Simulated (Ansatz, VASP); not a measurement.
# One calculation of Sn, two programs

```
Sn
1.0
     3.34635    0.00000    0.00000
    -1.67317    2.89802    0.00000
     0.00000    0.00000    5.71786
Sn
2
Direct
  0.33333 0.66667 0.25000
  0.66667 0.33333 0.75000
```

Alike in both runs: functional PBE; k mesh 14 × 14 × 8; occupations fermi-dirac, width 0.05 eV; no spin polarisation.

Ansatz relaxed the structure, and its values are those at the end. VASP's run is a single point on that final structure, the one shown.

```csv
,VASP,Ansatz
version,VASP 6.6.1,Ansatz 0.2.0
potentials or method,"VASP PAW PBE potentials, release 64 (Sn_d), cutoff 520 eV","all-electron LAPW, non-relativistic"
```

```tsv
	VASP	Ansatz	Ansatz less VASP
pressure (GPa)	0.0	0.0	+0.02
```

Ansatz ran all-electron here, and VASP with PAW potentials.
